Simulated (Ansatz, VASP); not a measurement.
**Si in VASP and in Ansatz**

The input INCAR:

```
SYSTEM = Si
ALGO = Normal
EDIFF = 1E-6
ENCUT = 520
GGA = PE
ISIF = 2
ISMEAR = 0
LASPH = .TRUE.
LCHARG = .FALSE.
LREAL = .FALSE.
LWAVE = .FALSE.
NBANDS = 16
NELM = 80
PREC = Accurate
SIGMA = 0.05
```

File KPOINTS:

```
k-points
0
G
  12 12 6
  0 0 0
```

Contents of POSCAR:

```
Si
1.0
    3.9946794941      0.0000000000      0.0000000000
   -1.9973397471      3.4594939219      0.0000000000
    0.0000000000      0.0000000000      5.9153213949
Si
4
Direct
    0.3333333333      0.6666666667      0.0817861204
    0.6666666667      0.3333333333      0.5817861204
    0.3333333333      0.6666666667      0.4182138796
    0.6666666667      0.3333333333      0.9182138796
```

Input for Ansatz:

```yaml
crystal:
  lattice:
    - [3.9946794941, 0.0, 0.0]
    - [-1.9973397471, 3.4594939219, 0.0]
    - [0.0, 0.0, 5.9153213949]
  atoms:
    - { symbol: Si, position: [0.3333333333, 0.6666666667, 0.0817861204] }
    - { symbol: Si, position: [0.6666666667, 0.3333333333, 0.5817861204] }
    - { symbol: Si, position: [0.3333333333, 0.6666666667, 0.4182138796] }
    - { symbol: Si, position: [0.6666666667, 0.3333333333, 0.9182138796] }
basis:
  ecutwfc: 420
kpoints:
  mp_grid: { grid: [12, 12, 6] }
hamiltonian:
  xc: pbe
  pseudopotentials: { kind: paw, azcp: { folder: soft_1 } }
scf:
  occupations: { method: gaussian, width: 0.05 }
output:
  forces: true
  stress: true
  eigenvalues: true
```

Alike in both runs: task single point; functional PBE; k mesh 12 × 12 × 6; occupations gaussian, width 0.05 eV; no spin polarisation.

```csv
,VASP,Ansatz
version,VASP 6.6.1,Ansatz 0.2.0
potentials or method,"VASP PAW PBE potentials, release 64 (Si), cutoff 520 eV","scalar-relativistic, plane waves, PAW"
valence electrons in the cell,16,16
```

|  | VASP | Ansatz | Ansatz less VASP |
| --- | --- | --- | --- |
| gap on the k mesh at the Fermi level (eV) | none | none | - |
| pressure (GPa) | 9.3 | 9.5 | +0.13 |
| traceless stress, the component that is largest in VASP (GPa) | 39.29 | 39.48 | +0.189 |
| rms of the force components (eV/Å) | 4.201 | 4.226 | +0.0254 |

Atom by atom the forces differ by 0.025 eV/Å (rms over components). A gap of «none» marks a metal or a gap that the smearing closes. With one functional, cell and mesh, what is left measures potentials, basis and numerics.
